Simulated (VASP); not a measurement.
# Ru in VASP: notebook, part 2 of 2

VASP 6.6.1.

### 3 Single point, r2SCAN

This run uses another cell than the first one: it holds 7 atoms, not 3.

Contents of POSCAR:

```
Ru
1.0
    2.7023482466      0.0000000000      0.0000000000
   -1.3511741233      2.3403022314      0.0000000000
    0.0000000000      0.0000000000     27.7978966044
Ru
7
Direct
    0.3333333333      0.6666666667      0.2724802269
    0.6666666667      0.3333333333      0.3460610094
    0.3333333333      0.6666666667      0.4229118623
    0.6666666667      0.3333333333      0.5000000005
    0.3333333333      0.6666666667      0.5770881404
    0.6666666667      0.3333333333      0.6539389917
    0.3333333333      0.6666666667      0.7275197689
```

Contents of INCAR.step1:

```
SYSTEM = Ru
PREC     = Accurate       ! precision mode
ENCUT    = 520            ! plane-wave cutoff, eV
ISMEAR   = 0              ! smearing method
SIGMA    = 0.1            ! smearing width, eV
LREAL    = .FALSE.        ! projectors in reciprocal space
LASPH    = .TRUE.         ! aspherical terms in the spheres
NELM     = 80             ! most SCF steps
LDIPOL   = .TRUE.       
IDIPOL   = 3            
DIPOL    = 0.5 0.5 0.500
NBANDS   = 58             ! bands
GGA      = PE             ! functional
ALGO     = Normal         ! electronic algorithm
EDIFF    = 1E-4           ! SCF threshold, eV
LWAVE    = .TRUE.         ! write WAVECAR
LCHARG   = .FALSE.        ! write CHGCAR
```

Contents of INCAR.step2:

```
SYSTEM = Ru
PREC     = Accurate       ! precision mode
ENCUT    = 520            ! plane-wave cutoff, eV
EDIFF    = 1E-6           ! SCF threshold, eV
ISMEAR   = 0              ! smearing method
SIGMA    = 0.1            ! smearing width, eV
LREAL    = .FALSE.        ! projectors in reciprocal space
LASPH    = .TRUE.         ! aspherical terms in the spheres
NELM     = 80             ! most SCF steps
ALGO     = Normal         ! electronic algorithm
ISIF     = 2              ! what is computed and relaxed
LWAVE    = .FALSE.        ! write WAVECAR
LCHARG   = .FALSE.        ! write CHGCAR
LDIPOL   = .TRUE.       
IDIPOL   = 3            
DIPOL    = 0.5 0.5 0.500
METAGGA  = R2SCAN         ! meta-GGA
LMIXTAU  = .TRUE.       
NBANDS   = 58             ! bands
ISTART   = 1
```

Contents of KPOINTS:

```
regular mesh
0
G
  15 15 1
  0 0 0
```

Potentials or basis: VASP PAW PBE potentials, release 64 (Ru_pv).

Command:

```console
$ cat potpaw_PBE.64/Ru_pv/POTCAR > POTCAR
$ cp INCAR.step1 INCAR
$ mpirun -np 1 vasp_std > vasp.out
$ cp INCAR.step2 INCAR
$ mpirun -np 1 vasp_std > vasp.out
```

OUTCAR:

```text
SYSTEM = Ru
   PREC = Accurate
   ENCUT = 520
   EDIFF = 1E-6
   ISMEAR = 0
   LREAL = .FALSE.
   LASPH = .TRUE.
   NELM = 80
   ISIF = 2
   METAGGA = R2SCAN
   ISTART = 1

 ion  position               nearest neighbor table
   1  0.333  0.667  0.272-   2 2.57   2 2.57   2 2.57
   2  0.667  0.333  0.346-   1 2.57   1 2.57   1 2.57   3 2.65   3 2.65   3 2.65
   3  0.333  0.667  0.423-   2 2.65   2 2.65   2 2.65   4 2.65   4 2.65   4 2.65
   4  0.667  0.333  0.500-   3 2.65   3 2.65   3 2.65   5 2.65   5 2.65   5 2.65
   5  0.333  0.667  0.577-   6 2.65   6 2.65   6 2.65   4 2.65   4 2.65   4 2.65
   6  0.667  0.333  0.654-   7 2.57   7 2.57   7 2.57   5 2.65   5 2.65   5 2.65
   7  0.333  0.667  0.728-   6 2.57   6 2.57   6 2.57

  LATTYP: Found a hexagonal cell.
 ALAT       =     2.7023482466
 C/A-ratio  =    10.2865708146

  Lattice vectors:

 A1 = (   2.7023482466,   0.0000000000,   0.0000000000)
 A2 = (  -1.3511741233,   2.3403022314,   0.0000000000)
 A3 = (   0.0000000000,   0.0000000000,  27.7978966044)

Analysis of symmetry for initial positions (statically):
[... 196 lines left out ...]
      2     -40.4116      2.00000
      3     -40.0908      2.00000
      4     -39.7639      2.00000
      5     -39.5693      2.00000
      6     -39.5693      2.00000
[... 1453 lines left out ...]
     57      10.3159      0.00000
     58      10.5202      0.00000

 [... further k-points ...]

------------------------ aborting loop because EDIFF is reached ----------------------------------------

 vacuum level on the upper side and lower side of the slab       (xc-potential included)         0.012         0.012

  FORCE on cell =-STRESS in cart. coord.  units (eV):
  Direction    XX          YY          ZZ          XY          YZ          ZX
  --------------------------------------------------------------------------------------
  -------------------------------------------------------------------------------------
  Total       -1.8128162     -1.8128162      0.9247520      0.0000000      0.0000000      0.0000000
  in kB      -16.5211072    -16.5211072      8.4277312      0.0000000      0.0000000      0.0000000
  external PRESSURE =      -8.2048277 kB  Pullay stress =       0.0000000 kB

 VOLUME and BASIS-vectors are now :
 -----------------------------------------------------------------------------
  energy-cutoff  :      520.00
  volume of cell :      175.80
      direct lattice vectors                 reciprocal lattice vectors
     2.702348247  0.000000000  0.000000000     0.370048531  0.213647619  0.000000000
    -1.351174123  2.340302231  0.000000000     0.000000000  0.427295238  0.000000000
     0.000000000  0.000000000 27.797896604     0.000000000  0.000000000  0.035973945

 POSITION                                       TOTAL-FORCE (eV/Angst)
 -----------------------------------------------------------------------------------
     -0.00000      1.56020      7.57438         0.000000     -0.000000     -0.098947
      1.35117      0.78010      9.61977        -0.000000      0.000000      0.024800
     -0.00000      1.56020     11.75606         0.000000     -0.000000      0.005816
      1.35117      0.78010     13.89895        -0.000000     -0.000000      0.000000
     -0.00000      1.56020     16.04184         0.000000     -0.000000     -0.005816
      1.35117      0.78010     18.17813        -0.000000      0.000000     -0.024800
     -0.00000      1.56020     20.22352         0.000000     -0.000000      0.098947
 -----------------------------------------------------------------------------------
    total drift:                                0.000000     -0.000000     -0.000009

  FREE ENERGIE OF THE ION-ELECTRON SYSTEM (eV)
  ---------------------------------------------------
  free  energy   TOTEN  =      -175.7824963645 eV

  energy  without entropy=     -175.7449885231  energy(sigma->0) =     -175.76374244

 vacuum level on the upper side and lower side of the slab         9.637         9.637
```

OUTCAR.step1:

```text
SYSTEM = Ru
   PREC = Accurate
   ENCUT = 520
   ISMEAR = 0
   LREAL = .FALSE.
   LASPH = .TRUE.
   NELM = 80
   GGA = PE
[... 1711 lines left out ...]
      1.35117      0.78010     18.17813         0.000000     -0.000000     -0.082200
     -0.00000      1.56020     20.22352        -0.000000      0.000000      0.376475
 -----------------------------------------------------------------------------------
    total drift:                               -0.000000      0.000000     -0.000010

  FREE ENERGIE OF THE ION-ELECTRON SYSTEM (eV)
  ---------------------------------------------------
  free  energy   TOTEN  =       -62.5475837200 eV

  energy  without entropy=      -62.5079322865  energy(sigma->0) =      -62.52775800

 vacuum level on the upper side and lower side of the slab         9.108         9.108
```

OSZICAR.step1:

```text
N       E                     dE             d eps       ncg     rms          rms(c)
DAV:   1     0.117705722070E+04    0.11771E+04   -0.62256E+04  3612   0.171E+03
DAV:   2    -0.242916426009E+02   -0.12013E+04   -0.11673E+04  3390   0.528E+02
DAV:   3    -0.657208588606E+02   -0.41429E+02   -0.39963E+02  4242   0.928E+01
[... 12 lines left out ...]
DAV:  16    -0.625569389267E+02    0.41011E-02   -0.46918E-03  3672   0.427E-01    0.120E+00
DAV:  17    -0.625488612032E+02    0.80777E-02   -0.35552E-02  3886   0.108E+00    0.458E-01
DAV:  18    -0.625481624284E+02    0.69877E-03   -0.18825E-03  3910   0.305E-01    0.299E-01
DAV:  19    -0.625476172009E+02    0.54523E-03   -0.13296E-03  3512   0.234E-01    0.111E-01
DAV:  20    -0.625475837200E+02    0.33481E-04   -0.65118E-04  2982   0.149E-01
   1 F= -.62547584E+02 E0= -.62527758E+02  d E =-.396514E-01
```

Wall time 52 min (1 thread of Intel Xeon 8259CL, shared host); peak memory 0.43 GiB.

What came out:

* Free energy: -175.7825 eV
* Largest force: 0.099 eV/Å
* Band gap on the k mesh: zero (bands 49 and 50 overlap by 2.62 eV)

Forces on the atoms (eV/Å):
```
Ru   0.000  0.000 -0.099
Ru   0.000  0.000  0.025
Ru   0.000  0.000  0.006
Ru   0.000  0.000  0.000
Ru   0.000  0.000 -0.006
Ru   0.000  0.000 -0.025
Ru   0.000  0.000  0.099
```

Caveat: the PAW data sets were made with another functional, which shifts forces and pressure a little.
